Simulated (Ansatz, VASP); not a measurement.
## Ti: VASP beside Ansatz

POSCAR

```
Ti
1.0
    0.0000000000     -3.2517897414      0.0000000000
   -3.2517897414      0.0000000000      0.0000000000
    0.0000000000      0.0000000000     -3.2517897414
Ti
2
Direct
    0.5000000000      0.5000000000      0.4769357782
    0.0000000000      0.0000000000      0.0230642218
```

INCAR.step1

```
SYSTEM = Ti
PREC = Accurate
ENCUT = 520
ISMEAR = 0
SIGMA = 0.15
LREAL = .False.
LASPH = .True.
NELM = 60
NBANDS = 19
GGA = PE
ALGO = Normal
EDIFF = 1E-4
LWAVE = .True.
LCHARG = .False.
```

File INCAR.step2:

```
SYSTEM = Ti
PREC = Accurate
ENCUT = 520
EDIFF = 1E-6
ISMEAR = 0
SIGMA = 0.15
LREAL = .False.
LASPH = .True.
NELM = 60
ALGO = Normal
ISIF = 2
LWAVE = .False.
LCHARG = .False.
METAGGA = R2SCAN
LMIXTAU = .True.
NBANDS = 19
ISTART = 1
```

KPOINTS

```
regular mesh
0
Gamma
  18 18 18
  0 0 0
```

Input for Ansatz:

```yaml
crystal:
  lattice:
    - [0.0, -3.2517897414, 0.0]
    - [-3.2517897414, 0.0, 0.0]
    - [0.0, 0.0, -3.2517897414]
  atoms:
    - { symbol: Ti, position: [0.5, 0.5, 0.4769357782] }
    - { symbol: Ti, position: [0.0, 0.0, 0.0230642218] }
basis:
  ecutwfc: 500
kpoints:
  mp_grid: { grid: [18, 18, 18] }
hamiltonian:
  xc: r2scan
scf:
  occupations: { method: gaussian, width: 0.15 }
output:
  forces: true
  stress: true
  eigenvalues: true
  write_density: true
  write_potential: true
  elf: true
  volumetric_format: npy
```

Change from the starting cell: mode 4 (222.4 1/cm) frozen in, largest displacement +0.075 Å.

Alike in both runs: task single point; functional r2SCAN; k mesh 18 × 18 × 18; occupations gaussian, width 0.15 eV; no spin polarisation.

```csv
,VASP,Ansatz
version,VASP 6.6.1,Ansatz 0.2.0
potentials or method,"VASP PAW PBE potentials, release 64 (Ti_sv), cutoff 520 eV","scalar-relativistic, plane waves, PAW"
valence electrons in the cell,24,24
```

Ansatz gave:

| Property | Result |
| --- | --- |
| gap on the k mesh at the Fermi level (eV) | none |
| pressure (GPa) | 0.7 |
| traceless stress, the component that is largest in VASP (GPa) | -0.27 |
| rms of the force components (eV/Å) | 0.407 |

Question: What did VASP give for the same quantities?

Answer: gap on the k mesh at the Fermi level (eV): none; pressure (GPa): 1.1; traceless stress, the component that is largest in VASP (GPa): -0.29; rms of the force components (eV/Å): 0.415.

VASP's potentials were made for PBE, not for r2SCAN. Atom by atom the forces differ by 0.008 eV/Å (rms over components). A gap of «none» marks a metal or a gap that the smearing closes.
